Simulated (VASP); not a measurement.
Pt:

```xyz
1
Lattice="0.0000 1.9609 1.9609 1.9609 0.0000 1.9609 1.9609 1.9609 0.0000" Properties=species:S:1:pos:R:3 pbc="T T T"
Pt    0.0000    0.0000    0.0000
```

Base run:

- Program: VASP 6.6.1
- Functional: PBE
- Potentials or basis: VASP PAW PBE potentials, release 64 (Pt)
- Cutoff: 520 eV
- k mesh: 10 × 10 × 10
- Occupations: gaussian, width 0.1 eV
- Spin: no spin polarisation

Its results: band gap on the k mesh zero (band 5 reaches 11.77 eV, above the bottom of band 6 at 9.56 eV); pressure 9.7 GPa.

Task: The run is repeated on the same cell with these changes: k mesh from 10 × 10 × 10 to 3 × 3 × 3. What comes out?

Result: Band gap on the k mesh zero (band 5 reaches 10.50 eV, above the bottom of band 6 at 9.49 eV); pressure 18.5 GPa.

Caveats: some runs use coarse meshes; spin-orbit coupling is left out, which moves the levels of the heavy elements.
